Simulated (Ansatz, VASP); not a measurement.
One calculation of Si2Mo, two programs

The input INCAR:

```
SYSTEM = Si2Mo
PREC = Accurate
ENCUT = 520
EDIFF = 1E-7
ISMEAR = -1
SIGMA = 0.03
LREAL = .False.
LASPH = .True.
NELM = 80
ALGO = Normal
ISIF = 2
LWAVE = .False.
LCHARG = .False.
GGA = PE
NBANDS = 18
```

KPOINTS

```
Automatic mesh
0
Gamma
  12 12 16
  0 0 0
```

POSCAR

```
Si2Mo
1.0
   -1.5723475000      1.6116525000      3.9305000000
    1.6116525000     -1.5723475000      3.9305000000
    1.5883475000      1.5883475000     -3.9145000000
Si Mo
2 1
Direct
    0.3330000000      0.3330000000      0.0000000000
    0.6670000000      0.6670000000      0.0000000000
    0.0000000000      0.0000000000      0.0000000000
```

Input for Ansatz:

```yaml
crystal:
  lattice:
    - [-1.5723475, 1.6116525, 3.9305]
    - [1.6116525, -1.5723475, 3.9305]
    - [1.5883475, 1.5883475, -3.9145]
  atoms:
    - { symbol: Si, position: [0.333, 0.333, 0.0] }
    - { symbol: Si, position: [0.667, 0.667, 0.0] }
    - { symbol: Mo, position: [0.0, 0.0, 0.0] }
kpoints:
  mp_grid: { grid: [12, 12, 16] }
  band_path:
    path:
      - [0.0, 0.0, 0.0]
      - [0.5, 0.5, -0.5]
      - [0.9130463433, 0.0869536567, -0.5]
      - [0.0869536567, -0.0869536567, -0.5]
      - [0.0, 0.0, -0.5]
      - [0.0, 0.0, 0.0]
      - [0.5, -0.5, 0.0]
      - [0.5, 0.0, -0.5]
      - [0.0, 0.0, 0.0]
    npoints: 5
scf:
  occupations: { method: fermi_dirac, width: 0.03 }
hamiltonian:
  xc: pbe
  pseudopotentials: { kind: all_electron, lapw: { basis_error: 0.001 } }
output:
  forces: true
  stress: true
  eigenvalues: true
```

Change from the starting cell: equal xy, yz and zx shear strains of +1 %.

Alike in both runs: task single point; functional PBE; k mesh 12 × 12 × 16; occupations fermi-dirac, width 0.03 eV; no spin polarisation.

|  | VASP | Ansatz |
| --- | --- | --- |
| version | VASP 6.6.1 | Ansatz 0.2.0 |
| potentials or method | VASP PAW PBE potentials, release 64 (Si, Mo_sv), cutoff 520 eV | all-electron LAPW, scalar-relativistic |

VASP gave:

```
pressure (GPa)                                                : 2.5
traceless stress, the component that is largest in VASP (GPa) : -1.99
rms of the force components (eV/Å)                            : 0.130
```

Question: Which values does Ansatz return?

Answer: Pressure (GPa): 2.3; traceless stress, the component that is largest in VASP (GPa): -1.99; rms of the force components (eV/Å): 0.132.

Atom by atom the forces differ by 0.002 eV/Å (rms over components). Ansatz ran all-electron here, and VASP with PAW potentials.
